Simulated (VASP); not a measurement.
# In3As (P6mm) in VASP: notebook, part 2 of 2

VASP 6.6.1. The steps go on from the part before.

**3. Single point, PBE**

This run uses another cell than the first one, of 33.64 Å³/atom.

Input file INCAR:

```
SYSTEM = In3As
  PREC = Accurate
  ENCUT = 520
  EDIFF = 1E-6
  ISMEAR = 0
  SIGMA = 0.1
  LREAL = .False.
  LASPH = .True.
  NELM = 80
  ALGO = Fast
  ISIF = 2
  LWAVE = .False.
  LCHARG = .False.
  GGA = PE
  NBANDS = 30
```

Input file KPOINTS:

```
regular mesh
0
Gamma
  6 6 4
  0 0 0
```

Input file POSCAR:

```
In3As
1.0
    5.1885019749      0.0000000035      0.0000000000
   -2.5942509905      4.4933745161      0.0000000000
    0.0000000000      0.0000000000      5.7710315031
In As
3 1
Direct
    0.3333333333      0.6666666667      0.8636386593
    0.6666666667      0.3333333333      0.8636386593
    0.0000000000      0.0000000000      0.5313173489
    0.0000000000      0.0000000000      0.0500282926
```

Potentials or basis: VASP PAW PBE potentials, release 64 (In_d, As).

On the command line:

```bash
$ cat potpaw_PBE.64/In_d/POTCAR potpaw_PBE.64/As/POTCAR > POTCAR
$ mpirun -np 1 vasp_std > vasp.out
```

OUTCAR:

```text
SYSTEM = In3As
   PREC = Accurate
   ENCUT = 520
   EDIFF = 1E-6
   ISMEAR = 0
   LREAL = .False.
   LASPH = .True.
   NELM = 80
   ISIF = 2
   GGA = PE

 ion  position               nearest neighbor table
   1  0.333  0.667  0.864-   2 3.00   2 3.00   2 3.00   4 3.18   4 3.18   4 3.18   3 3.56   3 3.56
                             3 3.56
   2  0.667  0.333  0.864-   1 3.00   1 3.00   1 3.00   4 3.18   4 3.18   4 3.18   3 3.56   3 3.56
                             3 3.56
   3  0.000  0.000  0.531-   4 2.78   4 2.99   2 3.56   1 3.56   2 3.56   1 3.56   2 3.56   1 3.56

   4  0.000  0.000  0.050-   3 2.78   3 2.99   1 3.18   2 3.18   2 3.18   1 3.18   2 3.18   1 3.18

  LATTYP: Found a hexagonal cell.
 ALAT       =     5.1885019749
 C/A-ratio  =     1.1122731630

  Lattice vectors:

 A1 = (   5.1885019749,   0.0000000035,   0.0000000000)
 A2 = (  -2.5942509905,   4.4933745161,   0.0000000000)
 A3 = (   0.0000000000,   0.0000000000,   5.7710315031)

Analysis of symmetry for initial positions (statically):
=====================================================================
 Subroutine PRICEL returns:
 Original cell was already a primitive cell.

 Routine SETGRP: Setting up the symmetry group for a
 hexagonal supercell.

 Subroutine GETGRP returns: Found 12 space group operations
 (whereof 12 operations were pure point group operations)
 out of a pool of 24 trial point group operations.

The static configuration has the point symmetry C_6v.

Analysis of symmetry for dynamics (positions and initial velocities):
=====================================================================
 Subroutine PRICEL returns:
 Original cell was already a primitive cell.

 Routine SETGRP: Setting up the symmetry group for a
 hexagonal supercell.

 Subroutine GETGRP returns: Found 12 space group operations
 (whereof 12 operations were pure point group operations)
 out of a pool of 24 trial point group operations.

The dynamic configuration has the point symmetry C_6v.

 Subroutine INISYM returns: Found 12 space group operations
 (whereof 12 operations are pure point group operations),
 and found     1 'primitive' translations

----------------------------------------------------------------------------------------

                                     Primitive cell

  volume of cell :     134.5452

  direct lattice vectors                    reciprocal lattice vectors
     5.188501975  0.000000003  0.000000000     0.192733857  0.111274945  0.000000000
    -2.594250990  4.493374516  0.000000000    -0.000000000  0.222549889  0.000000000
     0.000000000  0.000000000  5.771031503     0.000000000  0.000000000  0.173279248

  length of vectors
     5.188501975  5.188501975  5.771031503     0.222549889  0.222549889  0.173279248

  position of ions in fractional coordinates (direct lattice)
     0.333333333  0.666666667  0.863638659
     0.666666667  0.333333333  0.863638659
     0.000000000  0.000000000  0.531317349
     0.000000000  0.000000000  0.050028293

  ion indices of the primitive-cell ions
   primitive index   ion index
                 1           1
                 2           2
                 3           3
                 4           4

[... 22 lines left out ...]
 ===========================================

 Found     21 irreducible k-points:

 Following reciprocal coordinates:
            Coordinates               Weight
  0.000000  0.000000  0.000000      1.000000
  0.166667 -0.000000  0.000000      6.000000
  0.333333 -0.000000  0.000000      6.000000
  0.500000 -0.000000  0.000000      3.000000
  0.166667  0.166667  0.000000      6.000000
  0.333333  0.166667  0.000000     12.000000
[... 13 lines left out ...]
  0.333333  0.166667  0.500000     12.000000
  0.333333  0.333333  0.500000      2.000000
   k-points           NKPTS =     21   k-points in BZ     NKDIM =     21   number of bands    NBANDS=     30
   number of dos      NEDOS =    301   number of ions     NIONS =      4
   total plane-waves  NPLWV =  76800
   dimension x,y,z NGX =    40 NGY =   40 NGZ =   48
   dimension x,y,z NGXF=    80 NGYF=   80 NGZF=   96
   ions per type =               3   1
   NGX,Y,Z   is equivalent  to a cutoff of  12.82, 12.82, 13.83 a.u.
   NGXF,Y,Z  is equivalent  to a cutoff of  25.63, 25.63, 27.65 a.u.
 SYSTEM =  In3As
   PREC   = accura    normal or accurate (medium, high low for compatibility)
   ISTART =      0    job   : 0-new  1-cont  2-samecut
   ICHARG =      2    charge: 1-file 2-atom 10-const
   ISPIN  =      1    spin polarized calculation?
   LNONCOLLINEAR =      F non collinear calculations
   LSORBIT =      F    spin-orbit coupling
   LASPH  =      T    aspherical Exc in radial PAW
   ENCUT  =  520.0 eV  38.22 Ry    6.18 a.u.   9.65  9.65 10.73*2*pi/ulx,y,z
   NELM   =     80;   NELMIN=  2; NELMDL= -5     # of ELM steps
   EDIFF  = 0.1E-05   stopping-criterion for ELM
   LREAL  =      F    real-space projection
   EDIFFG = 0.1E-04   stopping-criterion for IOM
   NSW    =      0    number of steps for IOM
   IBRION =     -1    ionic relax: 0-MD 1-quasi-New 2-CG
   NFREE  =      0    steps in history (QN), initial steepest desc. (CG)
   ISIF   =      2    stress and relaxation
   ISYM   =      2    0-nonsym 1-usesym 2-fastsym
   POTIM  = 0.5000    time-step for ionic-motion
   TEBEG  =    0.0;   TEEND  =   0.0 temperature during run
   PSTRESS=    0.0 pullay stress
   NELECT =      44.0000    total number of electrons
   NUPDOWN=      -1.0000    fix difference up-down
   EMIN   =  10.00;   EMAX   =-10.00  energy-range for DOS
   EFERMI =   0.00;   METHOD = LEGACY
   ISMEAR =     0;   SIGMA  =   0.10  broadening in eV -4-tet -1-fermi 0-gaus
   EFERMI_NEDOS =   21; number of points for ismear=-14 and -15
   IALGO  =     68    algorithm
   IMIX   =      4    mixing-type and parameters
     AMIX     =   0.40;   BMIX     =  1.00
     AMIX_MAG =   1.60;   BMIX_MAG =  1.00
  volume/ion in A,a.u.               =      33.64       226.99
  Fermi-wavevector in a.u.,A,eV,Ry     =   1.127898  2.131418 17.308695  1.272153
  Thomas-Fermi vector in A             =   2.264586
   LORBIT       =      0    0 simple, 1 ext, 2 COOP (PROOUT), +10 PAW based schemes
   GGA     = PE    functional components
   LHFCALC =     F    Hartree Fock is set to
   AEXX    =    0.0000 exact exchange contribution
   IVDW    =     0    specifies the selected vdW correction
   LEPSILON=     F    determine dielectric tensor
   LRPA    =     F    only Hartree local field effects (RPA)
 non-spin polarized calculation
 RMM-DIIS sequential band-by-band and
 Gauss-broadening in eV      SIGMA  =   0.10
  energy-cutoff  :      520.00
  volume of cell :      134.55
 maximum number of plane-waves:      3657
 NGX is ok and might be reduce to    40
   NGX = 19   NGY = 19   NGZ = 21

 number of electron      43.9999998 magnetization

 Free energy of the ion-electron system (eV)
  ---------------------------------------------------
  ext. energy  EPLUGINS =         0.00000000
  ---------------------------------------------------
  free energy    TOTEN  =       -11.56410179 eV

  energy without entropy =      -11.55795235  energy(sigma->0) =      -11.56102707

 E-fermi :   4.0856     XC(G=0):  -8.5751

 val. band max:        4.0118912574   @ k =   0.1667   0.1667   0.2500
 cond. band min:       4.0987009128   @ k =   0.0000   0.0000   0.0000
 fundamental gap:      0.0868096555
 Fermi energy:         4.0856327671

 k-point     1 :       0.0000    0.0000    0.0000
  band No.  band energies     occupation
      1     -10.5886      2.00000
      2     -10.5013      2.00000
      3     -10.5013      2.00000
      4     -10.4926      2.00000
      5     -10.4926      2.00000
      6     -10.4150      2.00000
[... 682 lines left out ...]
     29       9.9444      0.00000
     30       9.9444      0.00000

------------------------ aborting loop because EDIFF is reached ----------------------------------------

  FORCE on cell =-STRESS in cart. coord.  units (eV):
  Direction    XX          YY          ZZ          XY          YZ          ZX
  --------------------------------------------------------------------------------------
  -------------------------------------------------------------------------------------
  Total       -0.0660700     -0.0660700      0.0384354      0.0000000     -0.0000000      0.0000000
  in kB       -0.7867679     -0.7867679      0.4576921      0.0000000     -0.0000000      0.0000000
  external PRESSURE =      -0.3719479 kB  Pullay stress =       0.0000000 kB

 VOLUME and BASIS-vectors are now :
 -----------------------------------------------------------------------------
  energy-cutoff  :      520.00
  volume of cell :      134.55
      direct lattice vectors                 reciprocal lattice vectors
     5.188501975  0.000000003  0.000000000     0.192733857  0.111274945  0.000000000
    -2.594250990  4.493374516  0.000000000    -0.000000000  0.222549889  0.000000000
     0.000000000  0.000000000  5.771031503     0.000000000  0.000000000  0.173279248

 POSITION                                       TOTAL-FORCE (eV/Angst)
 -----------------------------------------------------------------------------------
     -0.00000      2.99558      4.98409         0.000000      0.000000     -0.000852
      2.59425      1.49779      4.98409         0.000000      0.000000     -0.000852
      0.00000      0.00000      3.06625        -0.000000      0.000000     -0.029834
      0.00000      0.00000      0.28871        -0.000000     -0.000000      0.031538
 -----------------------------------------------------------------------------------
    total drift:                               -0.000000     -0.000000      0.000349

  FREE ENERGIE OF THE ION-ELECTRON SYSTEM (eV)
  ---------------------------------------------------
  free  energy   TOTEN  =       -11.5641017919 eV

  energy  without entropy=      -11.5579523459  energy(sigma->0) =      -11.56102707
```

OSZICAR:

```text
N       E                     dE             d eps       ncg     rms          rms(c)
DAV:   1     0.389529734861E+03    0.38953E+03   -0.20600E+04  1260   0.172E+03
DAV:   2     0.265759119500E+02   -0.36295E+03   -0.35475E+03  1260   0.424E+02
DAV:   3    -0.102386222849E+02   -0.36815E+02   -0.36218E+02  1512   0.155E+02
DAV:   4    -0.118669437108E+02   -0.16283E+01   -0.16249E+01  1464   0.353E+01
DAV:   5    -0.119497549669E+02   -0.82811E-01   -0.82806E-01  1888   0.703E+00    0.438E+00
RMM:   6    -0.115902354504E+02    0.35952E+00   -0.48301E-01  1389   0.471E+00    0.231E+00
RMM:   7    -0.115657117932E+02    0.24524E-01   -0.11404E-01  1611   0.186E+00    0.103E+00
RMM:   8    -0.115625854883E+02    0.31263E-02   -0.33354E-02  1571   0.130E+00    0.176E-01
RMM:   9    -0.115636115567E+02   -0.10261E-02   -0.10394E-02  1840   0.712E-01    0.174E-01
RMM:  10    -0.115639440138E+02   -0.33246E-03   -0.26364E-03  1910   0.335E-01    0.137E-01
RMM:  11    -0.115640753289E+02   -0.13132E-03   -0.51551E-04  1774   0.143E-01    0.231E-02
RMM:  12    -0.115640943972E+02   -0.19068E-04   -0.18620E-04  2008   0.760E-02    0.229E-02
RMM:  13    -0.115641003292E+02   -0.59320E-05   -0.52415E-05  1994   0.352E-02    0.233E-02
RMM:  14    -0.115641018795E+02   -0.15503E-05   -0.95529E-06  1190   0.210E-02    0.679E-03
RMM:  15    -0.115641017919E+02    0.87568E-07   -0.49739E-06  1303   0.120E-02
   1 F= -.11564102E+02 E0= -.11561027E+02  d E =-.614945E-02
```

Run time: 61 s. Hardware: 1 thread of Intel Xeon 6975P-C (Granite Rapids), shared host; peak memory 0.3 GiB.

What came out:

```
Free energy            : -11.5641 eV
Pressure               : 0.0 GPa
Largest force          : 0.032 eV/Å
Band gap on the k mesh : zero (bands 22 and 23 overlap by 0.81 eV)
```

Forces on the atoms (eV/Å):
```
In   0.000  0.000 -0.001
In   0.000  0.000 -0.001
In   0.000  0.000 -0.030
As   0.000  0.000  0.032
```

Caveat: spin-orbit coupling is left out, which moves the levels of the heavy elements.

The gap in the log of VASP goes by the Fermi energy; the results here count the filled bands.